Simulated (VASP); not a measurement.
Input of a VASP 6.6.1 run:

File INCAR:

```
  PREC = Accurate
  ENCUT = 400
  EDIFF = 1E-6
  ISMEAR = 1
  SIGMA = 0.1
  LREAL = F
  LASPH = T
  NELM = 120
  ALGO = Normal
  ISIF = 2
  LWAVE = F
  LCHARG = T
  LDIPOL = T
  IDIPOL = 3
  DIPOL = 0.5 0.5 0.664
  GGA = PE
  LELF = T
  LVHAR = T
  LVACPOTAV = T
  NBANDS = 14
  GGA_COMPAT = F
  NELMDL = -8
```

Contents of KPOINTS:

```
Automatic mesh
0
Gamma
  12 12 1
```

POSCAR

```
Al
1.0
    3.0028735209      0.0000000000      0.0000000000
    0.0000000000      3.0028735209      0.0000000000
    0.0000000000      0.0000000000     26.0044829957
Al
4
Direct
    0.0000000000      0.0000000000      0.5522015824
    0.5000000000      0.5000000000      0.6262077684
    0.0000000000      0.0000000000      0.7005915882
    0.5000000000      0.5000000000      0.7760673018
```

Potentials or basis: VASP PAW PBE potentials, release 64 (Al).

Launch:

```sh
$ cat potpaw_PBE.64/Al/POTCAR > POTCAR
$ mpirun -np 1 vasp_std > vasp.out
```

Problem. What does it give for the largest force?

Solution. 0.148 eV/Å.

Problem. Estimate the band gap on the k mesh.

Solution. Zero (band 6 reaches 1.58 eV, above the bottom of band 7 at -1.43 eV).

Forces on the atoms (eV/Å):
```
Al   0.000  0.000 -0.148
Al   0.000  0.000  0.121
Al   0.000  0.000 -0.042
Al   0.000  0.000  0.069
```
